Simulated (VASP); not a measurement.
Crystal: Fe.

```
Fe
1.0
    -1.44300    1.44300    1.44300
     1.44300   -1.44300    1.44300
     1.44300    1.44300   -1.44300
Fe
1
Direct
  0.00000 0.00000 0.00000
```

| Property | Result |
| --- | --- |
| Program | VASP 6.6.1 |
| Task | relaxation of cell and atoms |
| Functional | revPBE |
| Potentials or basis | VASP PAW PBE potentials, release 64 (Fe) |
| Cutoff | 600 eV |
| k mesh | 13 × 13 × 13 |
| Occupations | fermi-dirac, width 0.05 eV |
| Spin | collinear spin, ferromagnetic start |
| Starting moments | [3.0] μB |

At the start: pressure -4.6 GPa; volume 12.02 Å³/atom.

Problem. How do energy, volume and symmetry change on relaxing?

Solution. Over 6 steps the energy falls by 6.8 meV/atom and the volume is 11.58 Å³/atom (-3.7 %); space group Im-3m (No. 229, to 0.05 Å); moment 2.20 μB per cell.

The path:
| step | energy change (eV) | largest force (eV/Å) | pressure (GPa) | volume (Å³) |
| --- | --- | --- | --- | --- |
| 1 | 0.0000 | 0.0000 | -4.65 | 12.02 |
| 2 | -0.0058 | 0.0000 | 2.23 | 11.42 |
| 3 | -0.0068 | 0.0000 | -0.10 | 11.58 |
| 4 | -0.0068 | 0.0000 | 0.14 | 11.57 |
| 5 | -0.0068 | 0.0000 | -0.14 | 11.59 |
| 6 | -0.0068 | 0.0000 | 0.03 | 11.58 |

Final structure:
```
Fe
1.0
    -1.42521    1.42521    1.42521
     1.42521   -1.42521    1.42521
     1.42521    1.42521   -1.42521
Fe
1
Cartesian
  1.4252 1.4252 1.4252
```

Caveat: the PAW data sets were made with another functional, which shifts forces and pressure a little.
